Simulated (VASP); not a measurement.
Write the native input for VASP 6.6.1 that does the following.

| Property | Result |
| --- | --- |
| Task | relaxation of cell and atoms |
| Functional | PBEsol |
| Potentials or basis | VASP PAW PBE potentials, release 64 (Cr_pv) |
| Cutoff | 600 eV |
| k mesh | 9 × 9 × 6 |
| Occupations | gaussian, width 0.1 eV |
| Spin | collinear spin, ferromagnetic start |
| Starting moments | [0.28, 0.28] μB |
| Dipole correction | no |
| Further INCAR settings | ALGO = Normal; EDIFF = 1e-06; IBRION = 2; EDIFFG = -0.05; NSW = 100; ISIF = 3 |

The structure of Cr lies in POSCAR:

```
Cr
1.0
    2.5692630000      0.0000000000      0.0000000000
   -1.2846310000      2.2250470000      0.0000000000
    0.0000000000      0.0000000000      4.1955890000
Cr
2
Direct
    0.0000000000      0.0000000000      0.0000000000
    0.3333333300      0.6666666700      0.5000000000
```

One way to write it, as run:

INCAR

```
SYSTEM = Cr
ALGO     = Normal         ! electronic algorithm
EDIFF    = 1E-6           ! SCF threshold, eV
EDIFFG   = -0.05          ! ionic threshold
ENCUT    = 600            ! plane-wave cutoff, eV
GGA      = PS             ! functional
IBRION   = 2              ! ionic algorithm
ISIF     = 3              ! what is computed and relaxed
ISMEAR   = 0              ! smearing method
ISPIN    = 2              ! spin polarisation
LASPH    = .TRUE.         ! aspherical terms in the spheres
LCHARG   = .FALSE.        ! write CHGCAR
LMAXMIX  = 4              ! l up to which the mixer works
LORBIT   = 11             ! projections on sites
LREAL    = .FALSE.        ! projectors in reciprocal space
LWAVE    = .FALSE.        ! write WAVECAR
MAGMOM   = 0.28 0.28      ! initial moments
NELM     = 150            ! most SCF steps
NSW      = 100            ! ionic steps
PREC     = Accurate       ! precision mode
SIGMA    = 0.1            ! smearing width, eV
```

KPOINTS

```
k-points
0
G
  9 9 6
  0 0 0
```

Potentials or basis: VASP PAW PBE potentials, release 64 (Cr_pv).

Command:

```sh
$ cat potpaw_PBE.64/Cr_pv/POTCAR > POTCAR
$ mpirun -np 1 vasp_std > vasp.out
```

Results of the run:

The relaxed volume is 11.44 Å³/atom, the relaxed cell is a = 2.457 Å, b = 2.457 Å, c = 4.377 Å, α = 90.00°, β = 90.00°, γ = 120.00° and the space group after relaxing (to 0.05 Å) is P6_3/mmc (No. 194). The energy gained by relaxing is 63.3 meV/atom and the ionic steps are 7. The pressure after relaxing is -0.1 GPa and the band gap on the k mesh is zero (filled and empty bands overlap). The net moment is 0.00 μB per cell and the valence electrons inside the program's atomic spheres are Cr 11.11.

Caveat: the PAW data sets were made with another functional, which shifts forces and pressure a little.

Run time: 110 s on 1 thread of Intel(R) Xeon(R) Platinum 8488C (Sapphire Rapids) (shared host), peak memory 0.19 GiB.
